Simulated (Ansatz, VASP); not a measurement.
BiTe in VASP and in Ansatz

```xyz
2
Lattice="2.3733 1.3702 3.2496 -2.3733 1.3702 3.2496 0.0000 -2.7404 3.2496" Properties=species:S:1:pos:R:3 pbc="T T T"
Bi    0.0000    0.0000    4.8744
Te    0.0000    0.0000    0.0000
```

Alike in both runs: task single point; functional r2SCAN; k mesh 7 × 7 × 7; occupations fermi-dirac, width 0.05 eV; no spin polarisation.

```csv
,VASP,Ansatz
version,VASP 6.6.1,Ansatz 0.2.0
potentials or method,"VASP PAW PBE potentials, release 64 (Bi_d, Te)",Ansatz PAW
plane-wave cutoff (eV),520,500
valence electrons in the cell,21,31
```

|  | VASP | Ansatz | Ansatz less VASP |
| --- | --- | --- | --- |
| gap on the k mesh at the Fermi level (eV) | none | none | - |
| pressure (GPa) | 2.9 | 2.9 | +0.01 |
| traceless stress, the component that is largest in VASP (GPa) | -0.53 | -0.54 | -0.005 |

VASP's potentials were made for PBE, not for r2SCAN. A gap of «none» marks a metal or a gap that the smearing closes. VASP's potentials hold 21 valence electrons a cell and Ansatz's 31, so a difference there can come from the potentials and not from the codes.

Neither program's run includes spin-orbit coupling.
